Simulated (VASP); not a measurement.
Mg, 2 atoms in the cell. The structure is trigonal, space group R-3m (No. 166). Conventional cell: a = 4.328 Å, b = 4.328 Å, c = 10.602 Å, α = 90.00°, β = 90.00°, γ = 120.00°. Mg (site symmetry 3m) has 4 Mg at 2.17 to 2.85 Å within 2.9 Å.  This cell differs from its parent crystal: shortest bond scaled by 0.82.

```yaml
Program: VASP 6.6.1
Task: single point
Functional: PBEsol
Potentials_or_basis: VASP PAW PBE potentials, release 64 (Mg)
Cutoff: 520 eV
k_mesh: 9 × 9 × 9
Occupations: fermi-dirac, width 0.05 eV
Spin: no spin polarisation
Dipole_correction: no
Further_INCAR_settings: ALGO = Normal; EDIFF = 1e-06; NBANDS = 9
```

Potentials or basis: VASP PAW PBE potentials, release 64 (Mg).

Command:

```console
$ cat potpaw_PBE.64/Mg/POTCAR > POTCAR
$ mpirun -np 1 vasp_std > vasp.out
```

Hardware: 1 thread of Intel(R) Xeon(R) Platinum 8375C CPU @ 2.90GHz (Ice Lake), with other jobs on the host.

**Question.** Estimate the wall time of this run.

**Answer.** Wall time 17 s on 1 thread of Intel(R) Xeon(R) Platinum 8375C CPU @ 2.90GHz (Ice Lake), on a shared host, peak memory 0.19 GiB. Counts: scf iterations 10, k points 85.
